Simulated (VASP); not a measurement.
Input of a VASP 6.6.1 run:

File INCAR:

```
  PREC = Accurate
  ENCUT = 520
  EDIFF = 1E-6
  ISMEAR = 0
  SIGMA = 0.1
  LREAL = F
  LASPH = T
  NELM = 60
  ALGO = Normal
  ISIF = 2
  LWAVE = F
  LCHARG = T
  GGA = PS
  LELF = T
  LVHAR = T
  NBANDS = 34
```

File KPOINTS:

```
Automatic mesh
0
Gamma
  8 8 12
```

Contents of POSCAR:

```
Hf2N
1.0
    5.2425835362      0.0000000000      0.0000000000
    0.0000000000      5.2425835362      0.0000000000
    0.0000000000      0.0000000000      3.1951744926
Hf N
4 2
Direct
    0.2950365111      0.2950365111      0.0000000000
    0.7049634889      0.7049634889      0.0000000000
    0.7950365111      0.2049634889      0.5000000000
    0.2049634889      0.7950365111      0.5000000000
    0.0000000000      0.0000000000      0.0000000000
    0.5000000000      0.5000000000      0.5000000000
```

Potentials or basis: VASP PAW PBE potentials, release 64 (Hf_pv, N).

Launch:

```console
$ cat potpaw_PBE.64/Hf_pv/POTCAR potpaw_PBE.64/N/POTCAR > POTCAR
$ mpirun -np 1 vasp_std > vasp.out
```

(1) What does it give for the band gap on the k mesh?

(2) What does it give for the pressure?

Results:

(1) zero (band 25 reaches 7.61 eV, above the bottom of band 26 at 4.82 eV).

(2) 5.6 GPa.

Caveat: the cell differs from its parent crystal (equal strain along all axes, cell held: -1.0 %, then relaxed in part); the PAW data sets were made with another functional, which shifts forces and pressure a little; spin-orbit coupling is left out, which moves the levels of the heavy elements.
